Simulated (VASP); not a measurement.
Here is a VASP 6.6.1 calculation.

INCAR

```
PREC     = Accurate       # precision mode
ENCUT    = 520            # plane-wave cutoff, eV
EDIFF    = 1E-6           # SCF threshold, eV
ISMEAR   = 0              # smearing method
SIGMA    = 0.1            # smearing width, eV
LREAL    = F              # projectors in reciprocal space
LASPH    = T              # aspherical terms in the spheres
NELM     = 100            # most SCF steps
ALGO     = Normal         # electronic algorithm
ISIF     = 2              # what is computed and relaxed
LWAVE    = F              # write WAVECAR
LCHARG   = T              # write CHGCAR
GGA      = PE             # functional
LELF     = T              # ELF
LVHAR    = T            
NBANDS   = 20             # bands
```

The input KPOINTS:

```
Automatic mesh
0
Gamma
  12 12 2
```

The input POSCAR:

```
B
1.0
    2.3373607091      0.0000000000      0.0000000000
   -1.1686803545      2.0242137519      0.0000000000
    0.0000000000      0.0000000000      9.5809874170
B
7
Direct
    0.3333333333      0.6666666667      0.7801570479
    0.6666666667      0.3333333333      0.9250676333
    0.3333333333      0.6666666667      0.0749323667
    0.6666666667      0.3333333333      0.2198429521
    0.3333333333      0.6666666667      0.3622645037
    0.0000000000      0.0000000000      0.5000000000
    0.6666666667      0.3333333333      0.6377354963
```

Potentials or basis: VASP PAW PBE potentials, release 64 (B).

Launch:

```sh
$ cat potpaw_PBE.64/B/POTCAR > POTCAR
$ mpirun -np 1 vasp_std > vasp.out
```

Q: What does it give for the largest force?

A: 0.011 eV/Å.

Q: What does it give for the pressure?

A: 0.0 GPa.

Forces on the atoms (eV/Å):
```
B    0.000  0.000 -0.011
B    0.000  0.000 -0.004
B    0.000  0.000  0.004
B    0.000  0.000  0.011
B    0.000  0.000  0.010
B    0.000  0.000  0.000
B    0.000  0.000 -0.010
```
